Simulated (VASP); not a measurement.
Runs of VASP 6.6.1 on ZnS. The structure is that of space group F-43m (No. 216), or close to it. The cells are those of the table. 

| level | cell | k mesh | grid for exact exchange (PRECFOCK) | share of exact exchange | screening parameter | gap on the mesh (eV) | pressure (GPa) |
| --- | --- | --- | --- | --- | --- | --- | --- |
| PBEsol | a = 3.787 Å, angles 60.0°, 2 atoms | 9 × 9 × 9 | - | - | - | 2.09 | 0.2 |
| PBEsol-based global hybrid with 25 % exact exchange | a = 3.770 Å, angles 60.0°, 2 atoms | 5 × 5 × 5 | Normal | 0.25 | - | 4.10 | (c) |
| PBEsol | a = 3.840, b = 3.840, c = 3.859 Å, angles 59.8, 59.8, 60.3°, 2 atoms | 7 × 7 × 7 | - | - | - | 1.87 | (a) |
| PBE-based screened hybrid with 30 % exact exchange | a = 3.821 Å, angles 60.0°, 2 atoms | 5 × 5 × 5 | Normal | 0.3 | 0.2 1/Å | (b) | 0.8 |

Alike in all rows: task single point; potentials or basis VASP PAW PBE potentials, release 64 (Zn, S); no spin polarisation; cutoff (eV) 520; smearing fermi-dirac 0.05 eV.

Q: Estimate the missing entries.

A: (a) -3.1; (b) 3.61; (c) 1.5.

Caveats: the PAW data sets were made with another functional, which shifts forces and pressure a little; the cell stands under tension (at least some runs).

